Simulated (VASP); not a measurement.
# C in VASP: further runs

The runs below take C through single point, with PBE.

Everything below comes from runs of VASP 6.6.1. Logs are shortened: lines on timing, memory, paths and dates and some standing lists are left out, and cuts for length are marked.

### 1 The cell of the first run

The cell holds a wire or tube with vacuum around it, 13 atoms: a = 4.933 Å, b = 8.872 Å, c = 20.291 Å, α = 90.00°, β = 90.00°, γ = 97.99°.

### 2 Single point, PBE

Input file INCAR:

```
SYSTEM = C
PREC = Accurate ; ENCUT = 520
EDIFF = 1E-6 ; ISMEAR = 0
SIGMA = 0.1 ; LREAL = .FALSE.
LASPH = .TRUE. ; NELM = 100
ALGO = Normal ; ISIF = 2
LWAVE = .FALSE. ; LCHARG = .FALSE.
LDIPOL = .TRUE. ; IDIPOL = 3
DIPOL = 0.5 0.5 0.330 ; GGA = PE
NBANDS = 38
```

Input file KPOINTS:

```
Automatic mesh
0
G
  6 3 1
  0 0 0
```

Input file POSCAR:

```
C
1.0
    4.9326910637      0.0000000000      0.0000000000
   -1.2331727659      8.7858796705      0.0000000000
    0.0000000000      0.0000000000     20.2907137603
C
13
Direct
    0.0197005045      0.0788020180      0.1971345142
    0.5197005045      0.0788020180      0.1971345142
    0.2746256306      0.0985025225      0.2311704236
    0.7746256306      0.0985025225      0.2311704236
    0.2844758829      0.1379035315      0.2992422423
    0.7844758829      0.1379035315      0.2992422423
    0.0392967055      0.1571967531      0.3324023561
    0.5392967055      0.1571967531      0.3324023561
    0.0496769843      0.1987214031      0.4035397279
    0.5496769843      0.1987214031      0.4035397279
    0.3040736562      0.2163109382      0.4332382717
    0.8040736562      0.2163109382      0.4332382717
    0.3040736562      0.2163109382      0.5007259897
```

Potentials or basis: VASP PAW PBE potentials, release 64 (C).

Launch:

```sh
cat potpaw_PBE.64/C/POTCAR > POTCAR
mpirun -np 1 vasp_std > vasp.out
```

OUTCAR:

```text
SYSTEM = C
   PREC = Accurate
   ENCUT = 520
   EDIFF = 1E-6
   ISMEAR = 0
   LREAL = .FALSE.
   LASPH = .TRUE.
   NELM = 100
   ISIF = 2
   GGA = PE

 ion  position               nearest neighbor table
   1  0.020  0.079  0.197-   3 1.42   4 1.42
   2  0.520  0.079  0.197-   4 1.42   3 1.42
   3  0.275  0.099  0.231-   5 1.42   1 1.42   2 1.42
   4  0.775  0.099  0.231-   6 1.42   2 1.42   1 1.42
   5  0.284  0.138  0.299-   8 1.41   7 1.41   3 1.42
   6  0.784  0.138  0.299-   7 1.41   8 1.41   4 1.42
   7  0.039  0.157  0.332-   6 1.41   5 1.41   9 1.49
   8  0.539  0.157  0.332-   5 1.41   6 1.41  10 1.49
   9  0.050  0.199  0.404-  11 1.38  12 1.38   7 1.49
  10  0.550  0.199  0.404-  12 1.38  11 1.38   8 1.49
  11  0.304  0.216  0.433-  13 1.37   9 1.38  10 1.38
  12  0.804  0.216  0.433-  10 1.38   9 1.38
  13  0.304  0.216  0.501-  11 1.37

  LATTYP: Found a simple monoclinic cell.
 ALAT       =     4.9326910637
 B/A-ratio  =     4.1135180570
 C/A-ratio  =     1.7986126840
 COS(beta)  =    -0.1389960174

  Lattice vectors:

 A1 = (   4.9326910637,   0.0000000000,   0.0000000000)
 A2 = (   0.0000000000,   0.0000000000, -20.2907137603)
 A3 = (  -1.2331727659,   8.7858796705,   0.0000000000)

Analysis of symmetry for initial positions (statically):
=====================================================================
 Subroutine PRICEL returns:
 Original cell was already a primitive cell.

 Routine SETGRP: Setting up the symmetry group for a
 simple monoclinic supercell.

 Subroutine GETGRP returns: Found  1 space group operations
 (whereof  1 operations were pure point group operations)
 out of a pool of  4 trial point group operations.

The static configuration has the point symmetry C_1 .

Analysis of symmetry for dynamics (positions and initial velocities):
=====================================================================
 Subroutine PRICEL returns:
 Original cell was already a primitive cell.

 Routine SETGRP: Setting up the symmetry group for a
 simple monoclinic supercell.

 Subroutine GETGRP returns: Found  1 space group operations
 (whereof  1 operations were pure point group operations)
 out of a pool of  4 trial point group operations.

The dynamic configuration has the point symmetry C_1 .

 Subroutine INISYM returns: Found  1 space group operations
 (whereof  1 operations are pure point group operations),
 and found     1 'primitive' translations

----------------------------------------------------------------------------------------

                                     Primitive cell

  volume of cell :     879.3596

  direct lattice vectors                    reciprocal lattice vectors
     4.932691064  0.000000000  0.000000000     0.202729096  0.028454749  0.000000000
    -1.233172766  8.785879670  0.000000000     0.000000000  0.113818996  0.000000000
     0.000000000  0.000000000 20.290713760     0.000000000  0.000000000  0.049283629

  length of vectors
     4.932691064  8.872000713 20.290713760     0.204716289  0.113818996  0.049283629

  position of ions in fractional coordinates (direct lattice)
     0.019700505  0.078802018  0.197134514
     0.519700505  0.078802018  0.197134514
     0.274625631  0.098502522  0.231170424
     0.774625631  0.098502522  0.231170424
     0.284475883  0.137903532  0.299242242
     0.784475883  0.137903532  0.299242242
     0.039296705  0.157196753  0.332402356
     0.539296705  0.157196753  0.332402356
     0.049676984  0.198721403  0.403539728
     0.549676984  0.198721403  0.403539728
     0.304073656  0.216310938  0.433238272
     0.804073656  0.216310938  0.433238272
     0.304073656  0.216310938  0.500725990

  ion indices of the primitive-cell ions
   primitive index   ion index
                 1           1
                 2           2
                 3           3
                 4           4
                 5           5
                 6           6
                 7           7
                 8           8
                 9           9
                10          10
                11          11
                12          12
                13          13

----------------------------------------------------------------------------------------

 KPOINTS: Automatic mesh

Automatic generation of k-mesh.
 Grid dimensions read from file:
 generate k-points for:    6    3    1

 Generating k-lattice:

  Cartesian coordinates                     Fractional coordinates (reciprocal lattice)
     0.033788183  0.004742458  0.000000000     0.166666667  0.000000000  0.000000000
     0.000000000  0.037939665  0.000000000     0.000000000  0.333333333  0.000000000
     0.000000000  0.000000000  0.049283629     0.000000000  0.000000000  1.000000000

  Length of vectors
     0.034119382  0.037939665  0.049283629

  Shift w.r.t. Gamma in fractional coordinates (k-lattice)
     0.000000000  0.000000000  0.000000000

 Subroutine IBZKPT returns following result:
 ===========================================

 Found     10 irreducible k-points:

 Following reciprocal coordinates:
            Coordinates               Weight
  0.000000  0.000000  0.000000      1.000000
  0.166667 -0.000000  0.000000      2.000000
  0.333333 -0.000000  0.000000      2.000000
  0.500000 -0.000000  0.000000      1.000000
  0.000000  0.333333  0.000000      2.000000
  0.166667  0.333333  0.000000      2.000000
  0.333333  0.333333  0.000000      2.000000
  0.500000  0.333333  0.000000      2.000000
 -0.333333  0.333333  0.000000      2.000000
 -0.166667  0.333333  0.000000      2.000000
   k-points           NKPTS =     10   k-points in BZ     NKDIM =     10   number of bands    NBANDS=     38
   number of dos      NEDOS =    301   number of ions     NIONS =     13
   total plane-waves  NPLWV = 448000
   dimension x,y,z NGX =    40 NGY =   70 NGZ =  160
   dimension x,y,z NGXF=    80 NGYF=  140 NGZF=  320
   ions per type =              13
   NGX,Y,Z   is equivalent  to a cutoff of  13.48, 13.12, 13.11 a.u.
   NGXF,Y,Z  is equivalent  to a cutoff of  26.96, 26.23, 26.22 a.u.
 SYSTEM =  C
   PREC   = accura    normal or accurate (medium, high low for compatibility)
   ISTART =      0    job   : 0-new  1-cont  2-samecut
   ICHARG =      2    charge: 1-file 2-atom 10-const
   ISPIN  =      1    spin polarized calculation?
   LNONCOLLINEAR =      F non collinear calculations
   LSORBIT =      F    spin-orbit coupling
   LASPH  =      T    aspherical Exc in radial PAW
   ENCUT  =  520.0 eV  38.22 Ry    6.18 a.u.   9.17 16.50 37.73*2*pi/ulx,y,z
   NELM   =    100;   NELMIN=  2; NELMDL= -5     # of ELM steps
   EDIFF  = 0.1E-05   stopping-criterion for ELM
   LREAL  =      F    real-space projection
   EDIFFG = 0.1E-04   stopping-criterion for IOM
   NSW    =      0    number of steps for IOM
   IBRION =     -1    ionic relax: 0-MD 1-quasi-New 2-CG
   NFREE  =      0    steps in history (QN), initial steepest desc. (CG)
   ISIF   =      2    stress and relaxation
   ISYM   =      2    0-nonsym 1-usesym 2-fastsym
   POTIM  = 0.5000    time-step for ionic-motion
   TEBEG  =    0.0;   TEEND  =   0.0 temperature during run
   PSTRESS=    0.0 pullay stress
   NELECT =      52.0000    total number of electrons
   NUPDOWN=      -1.0000    fix difference up-down
   EMIN   =  10.00;   EMAX   =-10.00  energy-range for DOS
   EFERMI =   0.00;   METHOD = LEGACY
   ISMEAR =     0;   SIGMA  =   0.10  broadening in eV -4-tet -1-fermi 0-gaus
   EFERMI_NEDOS =   21; number of points for ismear=-14 and -15
   IALGO  =     38    algorithm
   IMIX   =      4    mixing-type and parameters
     AMIX     =   0.40;   BMIX     =  1.00
     AMIX_MAG =   1.60;   BMIX_MAG =  1.00
  volume/ion in A,a.u.               =      67.64       456.48
  Fermi-wavevector in a.u.,A,eV,Ry     =   0.637804  1.205274  5.534764  0.406794
  Thomas-Fermi vector in A             =   1.702933
   LORBIT       =      0    0 simple, 1 ext, 2 COOP (PROOUT), +10 PAW based schemes
   GGA     = PE    functional components
   LHFCALC =     F    Hartree Fock is set to
   AEXX    =    0.0000 exact exchange contribution
   IVDW    =     0    specifies the selected vdW correction
   LEPSILON=     F    determine dielectric tensor
   LRPA    =     F    only Hartree local field effects (RPA)
 non-spin polarized calculation
 Gauss-broadening in eV      SIGMA  =   0.10
  energy-cutoff  :      520.00
  volume of cell :      879.36
 maximum number of plane-waves:     23724
 NGX is ok and might be reduce to    40
   NGX = 19   NGY = 33   NGZ = 75

 dipolmoment           0.000000      0.000000     -0.000304 electrons x Angstroem

 number of electron      52.0000001 magnetization

 dipolmoment           0.000000      0.000000      0.042678 electrons x Angstroem

 Free energy of the ion-electron system (eV)
  ---------------------------------------------------
  ext. energy  EPLUGINS =         0.00000000
  ---------------------------------------------------
  free energy    TOTEN  =      -105.09797327 eV

  energy without entropy =     -105.06862573  energy(sigma->0) =     -105.08329950

 E-fermi :  -4.6929     XC(G=0):  -2.1560

 val. band max:       -4.7128784401   @ k =   0.5000   0.3333   0.0000
 cond. band min:      -4.5157336557   @ k =   0.3333  -0.0000   0.0000
 fundamental gap:      0.1971447845
 Fermi energy:        -4.6928919309

 k-point     1 :       0.0000    0.0000    0.0000
  band No.  band energies     occupation
      1     -23.4411      2.00000
      2     -22.0786      2.00000
      3     -19.9215      2.00000
      4     -19.2051      2.00000
      5     -19.2018      2.00000
      6     -18.0934      2.00000
[... 30 lines left out ...]
     37       1.7432      0.00000
     38       1.9163      0.00000

 k-point     2 :       0.1667   -0.0000    0.0000
  band No.  band energies     occupation
      1     -23.3233      2.00000
      2     -21.9788      2.00000
      3     -20.4572      2.00000
      4     -19.8067      2.00000
      5     -19.0083      2.00000
      6     -17.7969      2.00000
[... 30 lines left out ...]
     37       1.8647      0.00000
     38       2.0744      0.00000

 k-point     3 :       0.3333   -0.0000    0.0000
  band No.  band energies     occupation
      1     -22.9764      2.00000
      2     -21.7692      2.00000
      3     -21.3767      2.00000
      4     -20.1682      2.00000
      5     -19.2731      2.00000
      6     -17.9276      2.00000
[... 30 lines left out ...]
     37       2.0715      0.00000
     38       2.3531      0.00000

 k-point     4 :       0.5000   -0.0000    0.0000
  band No.  band energies     occupation
      1     -22.5505      2.00000
      2     -22.1859      2.00000
      3     -21.3341      2.00000
      4     -20.6051      2.00000
      5     -19.0734      2.00000
      6     -18.3492      2.00000
[... 30 lines left out ...]
     37       2.3054      0.00000
     38       2.7696      0.00000
[... 129 lines left out ...]
      4     -20.6051      2.00000
      5     -19.0734      2.00000
      6     -18.3492      2.00000
[... 30 lines left out ...]
     37       2.3327      0.00000
     38       2.6765      0.00000

 k-point     9 :      -0.3333    0.3333    0.0000
  band No.  band energies     occupation
      1     -22.9764      2.00000
      2     -21.7692      2.00000
      3     -21.3767      2.00000
      4     -20.1682      2.00000
      5     -19.2731      2.00000
      6     -17.9276      2.00000
[... 30 lines left out ...]
     37       2.0757      0.00000
     38       2.2122      0.00000

 k-point    10 :      -0.1667    0.3333    0.0000
  band No.  band energies     occupation
      1     -23.3233      2.00000
      2     -21.9788      2.00000
      3     -20.4572      2.00000
      4     -19.8067      2.00000
      5     -19.0084      2.00000
      6     -17.7969      2.00000
[... 30 lines left out ...]
     37       1.6511      0.00000
     38       2.0013      0.00000

------------------------ aborting loop because EDIFF is reached ----------------------------------------

 vacuum level on the upper side and lower side of the slab       (xc-potential included)         0.082        -0.092

  FORCE on cell =-STRESS in cart. coord.  units (eV):
  Direction    XX          YY          ZZ          XY          YZ          ZX
  --------------------------------------------------------------------------------------
  -------------------------------------------------------------------------------------
  Total        2.2240731      0.0241658      2.3029405      0.0002203      0.6008330      0.0010293
  in kB        4.0522212      0.0440296      4.1959163      0.0004013      1.0947069      0.0018754
  external PRESSURE =       2.7640557 kB  Pullay stress =       0.0000000 kB

 VOLUME and BASIS-vectors are now :
 -----------------------------------------------------------------------------
  energy-cutoff  :      520.00
  volume of cell :      879.36
      direct lattice vectors                 reciprocal lattice vectors
     4.932691064  0.000000000  0.000000000     0.202729096  0.028454749  0.000000000
    -1.233172766  8.785879670  0.000000000     0.000000000  0.113818996  0.000000000
     0.000000000  0.000000000 20.290713760     0.000000000  0.000000000  0.049283629

 POSITION                                       TOTAL-FORCE (eV/Angst)
 -----------------------------------------------------------------------------------
      0.00000      0.69235      4.00000        -0.352143      0.421779      1.715689
      2.46635      0.69235      4.00000         0.352210      0.421786      1.715745
      1.23317      0.86543      4.69061        -0.000038     -0.840988     -3.285774
      3.69952      0.86543      4.69061         0.000027     -0.723928     -2.985824
      1.23317      1.21160      6.07184        -0.000418      0.331977      1.253398
      3.69952      1.21160      6.07184        -0.000435      0.345946      1.326906
     -0.00001      1.38111      6.74468        -0.406691      0.196100      0.762587
      2.46633      1.38111      6.74468         0.407514      0.196094      0.762564
     -0.00002      1.74594      8.18811        -2.452411     -0.418371     -2.611927
      2.46633      1.74594      8.18811         2.452213     -0.418350     -2.611853
      1.23315      1.90048      8.79071         0.000068      0.105095      2.963846
      3.69950      1.90048      8.79071         0.000065      0.111418      0.916290
      1.23315      1.90048     10.16009         0.000040      0.271443      0.078352
 -----------------------------------------------------------------------------------
    total drift:                                0.000129     -0.000065      0.000299

  FREE ENERGIE OF THE ION-ELECTRON SYSTEM (eV)
  ---------------------------------------------------
  free  energy   TOTEN  =      -105.0979732733 eV

  energy  without entropy=     -105.0686257289  energy(sigma->0) =     -105.08329950

 vacuum level on the upper side and lower side of the slab         1.669         1.491
```

It took 25 min on 1 thread of AMD EPYC 7R13, shared host; peak memory 0.92 GiB.

What came out:

| Quantity | Value |
| --- | --- |
| Free energy | -105.0980 eV |
| Largest force | 3.607 eV/Å |
| Band gap on the k mesh | zero (filled and empty bands touch) |

Forces in eV/Å, atoms in the order of the input:
```
C   -0.352  0.422  1.716
C    0.352  0.422  1.716
C    0.000 -0.841 -3.286
C    0.000 -0.724 -2.986
C    0.000  0.332  1.253
C    0.000  0.346  1.327
C   -0.407  0.196  0.763
C    0.408  0.196  0.763
C   -2.452 -0.418 -2.612
C    2.452 -0.418 -2.612
C    0.000  0.105  2.964
C    0.000  0.111  0.916
C    0.000  0.271  0.078
```

Levels at points of the mesh, in eV from the Fermi level:
```
           k point  band 24  band 25  band 26  band 27  band 28  band 29
(0.00, 0.00, 0.00)    -1.04    -0.29    -0.27     0.51     0.79     0.97
(0.50, 0.00, 0.00)    -1.58    -0.34    -0.02    -0.02     0.67     1.19
```

### 3 Single point, PBE

Input file INCAR:

```
PREC = Accurate
ENCUT = 520
EDIFF = 1E-7
ISMEAR = 0
SIGMA = 0.1
LREAL = False
LASPH = True
NELM = 80
ALGO = Normal
ISIF = 2
LWAVE = False
LCHARG = False
LDIPOL = True
IDIPOL = 3
DIPOL = 0.5 0.5 0.321
GGA = PE
NBANDS = 38
```

Input file KPOINTS:

```
regular mesh
0
Gamma
  6 3 1
```

POSCAR: that of step 2 with these lines changed.

```diff
@@ -20,2 +20,2 @@
     0.8040736562      0.2163109382      0.4332382717
-    0.3040736562      0.2163109382      0.5007259897
+    0.3040736562      0.7163109382      0.3785025909
```

Potentials or basis: VASP PAW PBE potentials, release 64 (C).

Launch:

```sh
cat potpaw_PBE.64/C/POTCAR > POTCAR
mpirun -np 1 vasp_std > vasp.out
```

It took 27 min on 1 thread of AMD EPYC 7R13, shared host; peak memory 0.91 GiB.

It converged, with:

- Free energy: -98.1118 eV
- Largest force: 3.317 eV/Å
- Band gap on the k mesh: zero (bands 26 and 27 overlap by 0.01 eV)

Forces in eV/Å, atoms in the order of the input:
```
C    0.001  0.415  1.677
C    0.000  0.414  1.677
C   -0.001 -0.803 -3.219
C   -0.001 -0.804 -3.212
C   -0.008  0.370  1.489
C    0.009  0.379  1.490
C   -0.008 -0.010  0.003
C    0.006 -0.020  0.009
C   -0.001  0.018  0.029
C    0.005  0.025  0.043
C   -0.003  0.017  0.010
C   -0.001  0.001 -0.002
C    0.001 -0.002  0.005
```

Levels at points of the mesh, in eV from the Fermi level:
```csv
k point,band 23,band 24,band 25,band 26,band 27,band 28
"(0.00, 0.00, 0.00)",-0.44,-0.32,-0.28,0.02,0.02,0.19
"(0.50, 0.00, 0.00)",-1.57,-0.09,-0.05,-0.04,0.03,0.05
```
